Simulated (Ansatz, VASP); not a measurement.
# Two plane-wave programs on HfO2

```
CELL_PARAMETERS angstrom
0.00000 2.46551 2.46551
2.46551 0.00000 2.46551
2.46551 2.46551 0.00000
ATOMIC_POSITIONS crystal
Hf 0.00000 0.00000 0.00000
O 0.25000 0.25000 0.25000
O 0.75000 0.75000 0.75000
```

Alike in both runs: task single point; functional HSE06; k mesh 4 × 4 × 4; occupations fermi-dirac, width 0.05 eV; no spin polarisation.

|  | VASP | Ansatz |
| --- | --- | --- |
| version | VASP 6.6.1 | Ansatz 0.2.0 development build |
| potentials or method | VASP PAW PBE potentials, release 64 (Hf_pv, O) | plane waves, PAW datasets (generated soft set 1) |
| plane-wave cutoff (eV) | 520 | 420 |
| valence electrons in the cell | 22 | 38 |

|  | VASP | Ansatz | Ansatz less VASP |
| --- | --- | --- | --- |
| gap on the k mesh at the Fermi level (eV) | 5.60 | 5.63 | +0.026 |

VASP's potentials hold 22 valence electrons a cell and Ansatz's 38, so a difference there can come from the potentials and not from the codes. Ansatz's warnings: stress exchange threshold loose, stress scf threshold loose.

The k mesh is coarse, so the values compare programs but aren't converged. Neither program's run includes spin-orbit coupling.
